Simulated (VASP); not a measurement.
Cu:

```xyz
2
Lattice="2.5525 0.0000 0.0000 -1.2762 2.2105 0.0000 0.0000 0.0000 4.1691" Properties=species:S:1:pos:R:3 pbc="T T T"
Cu    0.0000    1.4737    3.1268
Cu    1.2762    0.7368    1.0423
```

```yaml
Program: VASP 6.6.1
Task: relaxation of cell and atoms
Functional: PBE
Potentials_or_basis: VASP PAW PBE potentials, release 64 (Cu)
Cutoff: 600 eV
k_mesh: 18 × 18 × 10
Occupations: gaussian, width 0.05 eV
Spin: no spin polarisation
```

At the start: pressure 3.4 GPa; volume 11.76 Å³/atom.

Q: How do energy, volume and symmetry change on relaxing?

A: Over 3 steps the energy falls by 2.6 meV/atom and the volume is 12.02 Å³/atom (+2.2 %); space group P6_3/mmc (No. 194, to 0.05 Å).

Step by step:
| step | energy change (eV) | largest force (eV/Å) | pressure (GPa) | volume (Å³) |
| --- | --- | --- | --- | --- |
| 1 | 0.0000 | 0.0000 | 3.39 | 23.52 |
| 2 | -0.0032 | 0.0000 | -1.76 | 24.38 |
| 3 | -0.0051 | 0.0000 | 0.07 | 24.04 |

Final structure:
```
CELL_PARAMETERS angstrom
2.57132 0.00000 0.00000
-1.28566 2.22683 0.00000
0.00000 0.00000 4.19781
ATOMIC_POSITIONS crystal
Cu 0.33333 0.66667 0.75000
Cu 0.66667 0.33333 0.25000
```
